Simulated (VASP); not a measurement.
WSe$_{2}$ (distorted 1T (CdI2) bulk): one LDA single-point calculation in two programs

```cif
data_structure
_symmetry_space_group_name_H-M 'P 1'
_symmetry_Int_Tables_number 1
_cell_length_a 3.2794
_cell_length_b 3.2973
_cell_length_c 6.4374
_cell_angle_alpha 91.304
_cell_angle_beta 90.880
_cell_angle_gamma 118.414
_cell_volume 61.18
loop_
_atom_site_label
_atom_site_type_symbol
_atom_site_fract_x
_atom_site_fract_y
_atom_site_fract_z
_atom_site_occupancy
W1 W 0.99070 0.97150 0.99590 1
Se1 Se 0.32940 0.65770 0.25400 1
Se2 Se 0.66770 0.37860 0.74770 1
```

Each program uses its own PAW datasets. VASP's cell holds 26 valence electrons and Ansatz's 46. LDA means the Perdew–Zunger form with relativistic exchange in VASP and the Perdew–Wang form in Ansatz. Ansatz's stress includes a Pulay correction; VASP's doesn't.

Cutoffs: 520 eV in VASP, 420 eV in Ansatz. k meshes: 8×8×4 and 8×8×4.

```json
{"": "gap between bands v and c on the k mesh", "VASP": "-0.36 eV (bands overlap: a metal)", "Ansatz": "-0.37 eV (bands overlap: a metal)"}
{"": "least direct gap on the k mesh", "VASP": "0.25 eV", "Ansatz": "0.25 eV"}
{"": "pressure", "VASP": "2.9 GPa", "Ansatz": "2.2 GPa"}
{"": "largest force", "VASP": "2.83 eV/Å", "Ansatz": "2.75 eV/Å"}
```

Forces (eV/Å), VASP:

```tsv
atom	Fx	Fy	Fz
W	-0.403	1.829	1.525
Se	0.292	0.399	0.225
Se	0.111	-2.227	-1.750
```

Ansatz:

```json
{"atom": "W", "Fx": "-0.397", "Fy": "1.804", "Fz": "1.511"}
{"atom": "Se", "Fx": "0.286", "Fy": "0.399", "Fz": "0.134"}
{"atom": "Se", "Fx": "0.111", "Fy": "-2.203", "Fz": "-1.645"}
```

VASP's potentials hold 26 valence electrons a cell and Ansatz's 46, so a difference between the two programs can come from the potentials and not from the codes.
